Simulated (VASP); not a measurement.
# Cu3O2 (I4/mmm) in VASP: a series of runs

Runs on Cu3O2. Level: LDA. Tasks: single point.

All numbers are computed with VASP 6.6.1; they aren't measurements. Logs are shortened: lines on timing, memory, paths and dates and some standing lists are left out, and cuts for length are marked.

## (1) The cell of the first run

It takes space group I4/mmm (No. 139, tetragonal). The conventional cell has a = 3.793 Å, b = 3.793 Å, c = 6.603 Å, α = 90.00°, β = 90.00°, γ = 90.00°. Cu (site symmetry -4m2) has 2 O at 1.65 Å within 2.2 Å. Within 2.6 Å of Cu (site symmetry 4/mmm) lie 4 O at 1.90 Å and 8 Cu at 2.51 Å. Within 2.2 Å of O (site symmetry mmm) lie 4 Cu at 1.65 to 1.90 Å.

## (2) Single point, LDA

INCAR reads:

```
PREC     = Accurate       # precision mode
ENCUT    = 520            # plane-wave cutoff, eV
EDIFF    = 1E-6           # SCF threshold, eV
ISMEAR   = 0              # smearing method
SIGMA    = 0.15           # smearing width, eV
LREAL    = False          # projectors in reciprocal space
LASPH    = True           # aspherical terms in the spheres
NELM     = 100            # most SCF steps
ALGO     = Normal         # electronic algorithm
ISIF     = 2              # what is computed and relaxed
LWAVE    = False          # write WAVECAR
LCHARG   = False          # write CHGCAR
GGA      = CA             # functional
NBANDS   = 30             # bands
```

KPOINTS reads:

```
Automatic mesh
0
Gamma
  14 14 14
```

POSCAR reads:

```
Cu3O2
1.0
   -1.8963500000      1.8963500000      3.3014000000
    1.8963500000     -1.8963500000      3.3014000000
    1.8963500000      1.8963500000     -3.3014000000
Cu O
3 2
Direct
    0.2500000000      0.7500000000      0.5000000000
    0.7500000000      0.2500000000      0.5000000000
    0.0000000000      0.0000000000      0.0000000000
    0.0000000000      0.5000000000      0.5000000000
    0.5000000000      0.0000000000      0.5000000000
```

Potentials or basis: VASP PAW LDA potentials, release 64 (Cu, O).

Run with:

```bash
> cat potpaw_LDA.64/Cu/POTCAR potpaw_LDA.64/O/POTCAR > POTCAR
> mpirun -np 1 vasp_std > vasp.out
```

OUTCAR:

```text
PREC = Accurate
   ENCUT = 520
   EDIFF = 1E-6
   ISMEAR = 0
   LREAL = False
   LASPH = True
   NELM = 100
   ISIF = 2
   GGA = CA

 ion  position               nearest neighbor table
   1  0.250  0.750  0.500-   4 1.65   5 1.65   3 2.51   3 2.51   3 2.51   3 2.51   2 2.68   2 2.68
                             2 2.68   2 2.68
   2  0.750  0.250  0.500-   4 1.65   5 1.65   3 2.51   3 2.51   3 2.51   3 2.51   1 2.68   1 2.68
                             1 2.68   1 2.68
   3  0.000  0.000  0.000-   4 1.90   5 1.90   4 1.90   5 1.90   2 2.51   1 2.51   1 2.51   2 2.51
                             2 2.51   1 2.51   1 2.51   2 2.51
   4  0.000  0.500  0.500-   1 1.65   2 1.65   3 1.90   3 1.90
   5  0.500  0.000  0.500-   1 1.65   2 1.65   3 1.90   3 1.90

  LATTYP: Found a body centered tetragonal cell.
 ALAT       =     3.7927000000
 C/A-ratio  =     1.7409233528

  Lattice vectors:

 A1 = (  -1.8963500000,   1.8963500000,   3.3014000000)
 A2 = (   1.8963500000,  -1.8963500000,   3.3014000000)
 A3 = (   1.8963500000,   1.8963500000,  -3.3014000000)

Analysis of symmetry for initial positions (statically):
=====================================================================
 Subroutine PRICEL returns:
 Original cell was already a primitive cell.

 Routine SETGRP: Setting up the symmetry group for a
 body centered tetragonal supercell.

 Subroutine GETGRP returns: Found 16 space group operations
 (whereof 16 operations were pure point group operations)
 out of a pool of 16 trial point group operations.

The static configuration has the point symmetry D_4h.

Analysis of symmetry for dynamics (positions and initial velocities):
=====================================================================
 Subroutine PRICEL returns:
 Original cell was already a primitive cell.

 Routine SETGRP: Setting up the symmetry group for a
 body centered tetragonal supercell.

 Subroutine GETGRP returns: Found 16 space group operations
 (whereof 16 operations were pure point group operations)
 out of a pool of 16 trial point group operations.

The dynamic configuration has the point symmetry D_4h.

 Subroutine INISYM returns: Found 16 space group operations
 (whereof 16 operations are pure point group operations),
 and found     1 'primitive' translations

----------------------------------------------------------------------------------------

                                     Primitive cell

  volume of cell :      47.4892

  direct lattice vectors                    reciprocal lattice vectors
    -1.896350000  1.896350000  3.301400000     0.000000000  0.263664408  0.151450900
     1.896350000 -1.896350000  3.301400000     0.263664408  0.000000000  0.151450900
     1.896350000  1.896350000 -3.301400000     0.263664408  0.263664408  0.000000000

  length of vectors
     4.253413759  4.253413759  4.253413759     0.304066267  0.304066267  0.372877782

  position of ions in fractional coordinates (direct lattice)
     0.250000000  0.750000000  0.500000000
     0.750000000  0.250000000  0.500000000
     0.000000000  0.000000000  0.000000000
     0.000000000  0.500000000  0.500000000
     0.500000000  0.000000000  0.500000000

  ion indices of the primitive-cell ions
   primitive index   ion index
                 1           1
                 2           2
                 3           3
                 4           4
                 5           5

----------------------------------------------------------------------------------------

 KPOINTS: Automatic mesh

Automatic generation of k-mesh.
 Grid dimensions read from file:
 generate k-points for:   14   14   14

 Generating k-lattice:

  Cartesian coordinates                     Fractional coordinates (reciprocal lattice)
     0.000000000  0.018833172  0.010817921     0.071428571  0.000000000  0.000000000
     0.018833172  0.000000000  0.010817921     0.000000000  0.071428571  0.000000000
     0.018833172  0.018833172  0.000000000     0.000000000  0.000000000  0.071428571

  Length of vectors
     0.021719019  0.021719019  0.026634127

  Shift w.r.t. Gamma in fractional coordinates (k-lattice)
     0.000000000  0.000000000  0.000000000

 Subroutine IBZKPT returns following result:
 ===========================================

 Found    244 irreducible k-points:

 Following reciprocal coordinates:
            Coordinates               Weight
  0.000000  0.000000  0.000000      1.000000
  0.071429  0.000000  0.000000      8.000000
  0.142857  0.000000 -0.000000      8.000000
  0.214286 -0.000000  0.000000      8.000000
  0.285714  0.000000  0.000000      8.000000
  0.357143  0.000000 -0.000000      8.000000
[... 16 lines left out ...]
  0.214286  0.142857 -0.000000     16.000000
  0.285714  0.142857 -0.000000     16.000000
 [... further k-points ...]
   k-points           NKPTS =    244   k-points in BZ     NKDIM =    244   number of bands    NBANDS=     30
   number of dos      NEDOS =    301   number of ions     NIONS =      5
   total plane-waves  NPLWV =  32768
   dimension x,y,z NGX =    32 NGY =   32 NGZ =   32
   dimension x,y,z NGXF=    64 NGYF=   64 NGZF=   64
   ions per type =               3   2
   NGX,Y,Z   is equivalent  to a cutoff of  12.51, 12.51, 12.51 a.u.
   NGXF,Y,Z  is equivalent  to a cutoff of  25.01, 25.01, 25.01 a.u.
 SYSTEM =  unknown system
   PREC   = accura    normal or accurate (medium, high low for compatibility)
   ISTART =      0    job   : 0-new  1-cont  2-samecut
   ICHARG =      2    charge: 1-file 2-atom 10-const
   ISPIN  =      1    spin polarized calculation?
   LNONCOLLINEAR =      F non collinear calculations
   LSORBIT =      F    spin-orbit coupling
   LASPH  =      T    aspherical Exc in radial PAW
   ENCUT  =  520.0 eV  38.22 Ry    6.18 a.u.   7.91  7.91  7.91*2*pi/ulx,y,z
   NELM   =    100;   NELMIN=  2; NELMDL= -5     # of ELM steps
   EDIFF  = 0.1E-05   stopping-criterion for ELM
   LREAL  =      F    real-space projection
   EDIFFG = 0.1E-04   stopping-criterion for IOM
   NSW    =      0    number of steps for IOM
   IBRION =     -1    ionic relax: 0-MD 1-quasi-New 2-CG
   NFREE  =      0    steps in history (QN), initial steepest desc. (CG)
   ISIF   =      2    stress and relaxation
   ISYM   =      2    0-nonsym 1-usesym 2-fastsym
   POTIM  = 0.5000    time-step for ionic-motion
   TEBEG  =    0.0;   TEEND  =   0.0 temperature during run
   PSTRESS=    0.0 pullay stress
   NELECT =      45.0000    total number of electrons
   NUPDOWN=      -1.0000    fix difference up-down
   EMIN   =  10.00;   EMAX   =-10.00  energy-range for DOS
   EFERMI =   0.00;   METHOD = LEGACY
   ISMEAR =     0;   SIGMA  =   0.15  broadening in eV -4-tet -1-fermi 0-gaus
   EFERMI_NEDOS =   21; number of points for ismear=-14 and -15
   IALGO  =     38    algorithm
   IMIX   =      4    mixing-type and parameters
     AMIX     =   0.40;   BMIX     =  1.00
     AMIX_MAG =   1.60;   BMIX_MAG =  1.00
  volume/ion in A,a.u.               =       9.50        64.09
  Fermi-wavevector in a.u.,A,eV,Ry     =   1.607980  3.038641 35.179217  2.585599
  Thomas-Fermi vector in A             =   2.703922
   LORBIT       =      0    0 simple, 1 ext, 2 COOP (PROOUT), +10 PAW based schemes
   GGA     = CA    functional components
   LHFCALC =     F    Hartree Fock is set to
   AEXX    =    0.0000 exact exchange contribution
   IVDW    =     0    specifies the selected vdW correction
   LEPSILON=     F    determine dielectric tensor
   LRPA    =     F    only Hartree local field effects (RPA)
 non-spin polarized calculation
 Gauss-broadening in eV      SIGMA  =   0.15
  energy-cutoff  :      520.00
  volume of cell :       47.49
 maximum number of plane-waves:      1295
   NGX = 15   NGY = 15   NGZ = 15

 number of electron      45.0000034 magnetization

 Free energy of the ion-electron system (eV)
  ---------------------------------------------------
  ext. energy  EPLUGINS =         0.00000000
  ---------------------------------------------------
  free energy    TOTEN  =       -25.88774078 eV

  energy without entropy =      -25.86703132  energy(sigma->0) =      -25.87738605

 E-fermi :   7.2598     XC(G=0): -12.9613

 val. band max:        7.2565125192   @ k =  -0.2143   0.1429  -0.0000
 cond. band min:       7.2600938919   @ k =   0.3571   0.0714   0.0714
 fundamental gap:      0.0035813727
 Fermi energy:         7.2598003730

 k-point     1 :       0.0000    0.0000    0.0000
  band No.  band energies     occupation
      1     -14.0593      2.00000
      2     -11.9672      2.00000
      3      -1.9621      2.00000
      4      -0.6562      2.00000
      5      -0.6562      2.00000
      6       0.7182      2.00000
[... 22 lines left out ...]
     29      19.0736      0.00000
     30      19.0934      0.00000

 k-point     2 :       0.0714    0.0000    0.0000
  band No.  band energies     occupation
      1     -14.0303      2.00000
      2     -11.9887      2.00000
      3      -1.9400      2.00000
      4      -0.6921      2.00000
      5      -0.6307      2.00000
      6       0.6453      2.00000
[... 22 lines left out ...]
     29      18.5983      0.00000
     30      19.7132      0.00000

 k-point     3 :       0.1429    0.0000   -0.0000
  band No.  band energies     occupation
      1     -13.9456      2.00000
      2     -12.0532      2.00000
      3      -1.8748      2.00000
      4      -0.7947      2.00000
      5      -0.5551      2.00000
      6       0.4617      2.00000
[... 22 lines left out ...]
     29      18.3807      0.00000
     30      20.3296      0.00000

 k-point     4 :       0.2143   -0.0000    0.0000
  band No.  band energies     occupation
      1     -13.8100      2.00000
      2     -12.1594      2.00000
      3      -1.7688      2.00000
      4      -0.9475      2.00000
      5      -0.4317      2.00000
      6       0.2073      2.00000
[... 22 lines left out ...]
     29      18.6176      0.00000
     30      19.4824      0.00000

 k-point     5 :       0.2857    0.0000    0.0000
  band No.  band energies     occupation
      1     -13.6322      2.00000
      2     -12.3046      2.00000
      3      -1.6257      2.00000
      4      -1.1219      2.00000
      5      -0.2653      2.00000
      6      -0.0826      2.00000
[... 22 lines left out ...]
     29      18.6898      0.00000
     30      18.8916      0.00000
[... 526 lines left out ...]
     29      19.1711      0.00000
     30      19.2086      0.00000

 k-point    22 :       0.1429    0.1429   -0.0000
  band No.  band energies     occupation
      1     -13.7677      2.00000
      2     -12.2135      2.00000
      3      -1.5176      2.00000
      4      -0.8733      2.00000
      5      -0.4406      2.00000
      6      -0.1456      2.00000
[... 22 lines left out ...]
     29      18.4956      0.00000
     30      19.3373      0.00000

 k-point    23 :       0.2143    0.1429   -0.0000
  band No.  band energies     occupation
      1     -13.6076      2.00000
      2     -12.3401      2.00000
      3      -1.2961      2.00000
      4      -1.0125      2.00000
      5      -0.4904      2.00000
      6      -0.3458      2.00000
[... 22 lines left out ...]
     29      18.2314      0.00000
     30      19.6637      0.00000

 k-point    24 :       0.2857    0.1429   -0.0000
  band No.  band energies     occupation
      1     -13.4122      2.00000
      2     -12.4928      2.00000
      3      -1.2007      2.00000
      4      -1.0584      2.00000
      5      -0.8134      2.00000
      6      -0.2318      2.00000
[... 22 lines left out ...]
     29      17.8403      0.00000
     30      19.8173      0.00000

 [... further k-points ...]
[... 5 lines left out ...]
  --------------------------------------------------------------------------------------
  -------------------------------------------------------------------------------------
  Total        6.8918251      6.8918251     29.0722726      0.0000000      0.0000000      0.0000000
  in kB      232.5143160    232.5143160    980.8315670      0.0000000      0.0000000      0.0000000
  external PRESSURE =     481.9533996 kB  Pullay stress =       0.0000000 kB

 VOLUME and BASIS-vectors are now :
 -----------------------------------------------------------------------------
  energy-cutoff  :      520.00
  volume of cell :       47.49
      direct lattice vectors                 reciprocal lattice vectors
    -1.896350000  1.896350000  3.301400000     0.000000000  0.263664408  0.151450900
     1.896350000 -1.896350000  3.301400000     0.263664408  0.000000000  0.151450900
     1.896350000  1.896350000 -3.301400000     0.263664408  0.263664408  0.000000000

 POSITION                                       TOTAL-FORCE (eV/Angst)
 -----------------------------------------------------------------------------------
      1.89635      0.00000      1.65070        -0.000000     -0.000000     -0.000000
      0.00000      1.89635      1.65070         0.000000      0.000000      0.000000
      0.00000      0.00000      0.00000        -0.000000     -0.000000      0.000000
      1.89635      0.00000      0.00000        -0.000000     -0.000000      0.000000
      0.00000      1.89635      0.00000        -0.000000     -0.000000      0.000000
 -----------------------------------------------------------------------------------
    total drift:                               -0.000000     -0.000000      0.000000

  FREE ENERGIE OF THE ION-ELECTRON SYSTEM (eV)
  ---------------------------------------------------
  free  energy   TOTEN  =       -25.8877407826 eV

  energy  without entropy=      -25.8670313249  energy(sigma->0) =      -25.87738605
```

Wall time 9.7 min (1 thread of Intel Xeon 8259CL, shared host); peak memory 0.36 GiB.

Results:

```
Free energy            : -25.8877 eV
Pressure               : 48.2 GPa
Band gap on the k mesh : zero (an odd number of electrons rules out a gap without spin polarisation)
```

Caveat: the stress differs along the axes, from 23 to 98 GPa; an odd number of electrons without spin polarisation forces a metal; a magnetic or distorted state may lie lower.

## (3) Single point, LDA

This run uses another cell than the first one, of 9.69 Å³/atom.

INCAR reads:

```
  ALGO = Normal
  EDIFF = 1E-7
  ENCUT = 520
  GGA = CA
  ISIF = 2
  ISMEAR = 0
  LASPH = T
  LCHARG = F
  LREAL = F
  LWAVE = F
  NBANDS = 30
  NELM = 80
  PREC = Accurate
  SIGMA = 0.15
```

KPOINTS reads:

```
k-points
0
Gamma
  14 14 14
```

POSCAR: that of step 2 with these lines changed.

```diff
@@ -2,5 +2,5 @@
 1.0
-   -1.8963500000      1.8963500000      3.3014000000
-    1.8963500000     -1.8963500000      3.3014000000
-    1.8963500000      1.8963500000     -3.3014000000
+   -1.9159000000      1.9159000000      3.3014000000
+    1.9159000000     -1.9159000000      3.3014000000
+    1.9159000000      1.9159000000     -3.3014000000
 Cu O
```

Potentials or basis: VASP PAW LDA potentials, release 64 (Cu, O).

Run with:

```bash
> cat potpaw_LDA.64/Cu/POTCAR potpaw_LDA.64/O/POTCAR > POTCAR
> mpirun -np 1 vasp_std > vasp.out
```

Wall time 8.2 min (1 thread of Intel Xeon 8259CL, shared host); peak memory 0.37 GiB.

It converged, with:

* Free energy: -26.0170 eV
* Pressure: 43.4 GPa
* Band gap on the k mesh: zero (an odd number of electrons rules out a gap without spin polarisation)

Stress tensor (GPa, compression positive):
```
18.49  0.00  0.00
 0.00 18.49  0.00
 0.00  0.00 93.10
```

Levels at points of the mesh, in eV from the Fermi level:
```
           k point  band 20  band 21  band 22  band 23  band 24  band 25  band 26  band 27
(0.00, 0.00, 0.00)    -2.18    -0.98    -0.98     0.53     1.48     5.16     5.16     7.69
(0.50, 0.00, 0.00)    -1.70    -1.30    -0.90    -0.17     3.51     4.06     8.45     9.24
(0.50, 0.50, 0.00)    -0.83    -0.60    -0.34    -0.31     1.36     3.86     4.90     9.56
(0.50, 0.50, 0.50)    -2.18    -1.45    -0.37    -0.37     3.96     6.04     6.69     6.69
```

Caveat: the stress differs along the axes, from 18 to 93 GPa; an odd number of electrons without spin polarisation forces a metal; a magnetic or distorted state may lie lower. With open d or f shells a metallic result of LDA can be an artefact of self-interaction; +U or a hybrid may open a gap.
